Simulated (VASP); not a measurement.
Set up this calculation in VASP 6.6.1, as the native input.

```yaml
Task: single point
Functional: PBE exchange alone
Potentials_or_basis: VASP PAW PBE potentials, release 64 (Hg, Te)
Cutoff: 520 eV
k_mesh: 7 × 7 × 7
Occupations: fermi-dirac, width 0.05 eV
Spin: no spin polarisation
Dipole_correction: no
Further_INCAR_settings: ALGO = Normal; EDIFF = 1e-06; NBANDS = 16
```

The structure of HgTe (Coloradoite) lies in POSCAR:

```
HgTe
1.0
    0.0000000000      3.2568009036      3.2568009036
    3.2568009036      0.0000000000      3.2568009036
    3.2568009036      3.2568009036      0.0000000000
Hg Te
1 1
Direct
    0.0000000000      0.0000000000      0.0000000000
    0.7500000000      0.7500000000      0.7500000000
```

The input as run:

INCAR

```
AGGAC = 0.0 ; ALDAC = 0.0
ALGO = Normal ; EDIFF = 1E-6
ENCUT = 520 ; GGA = PE
ISIF = 2 ; ISMEAR = -1
LASPH = True ; LCHARG = False
LREAL = False ; LWAVE = False
NBANDS = 16 ; NELM = 100
PREC = Accurate ; SIGMA = 0.05
```

KPOINTS

```
k-points
0
Gamma
  7 7 7
```

Potentials or basis: VASP PAW PBE potentials, release 64 (Hg, Te).

The run is started by

```bash
$ cat potpaw_PBE.64/Hg/POTCAR potpaw_PBE.64/Te/POTCAR > POTCAR
$ mpirun -np 1 vasp_std > vasp.out
```

Results of the run:

* Pressure: 10.1 GPa
* Band gap on the k mesh: zero (filled and empty bands touch)

Caveat: spin-orbit coupling is left out, which moves the levels of the heavy elements.

Wall time 44 s on 1 thread of AMD EPYC 7R13, on a shared host, peak memory 0.18 GiB.
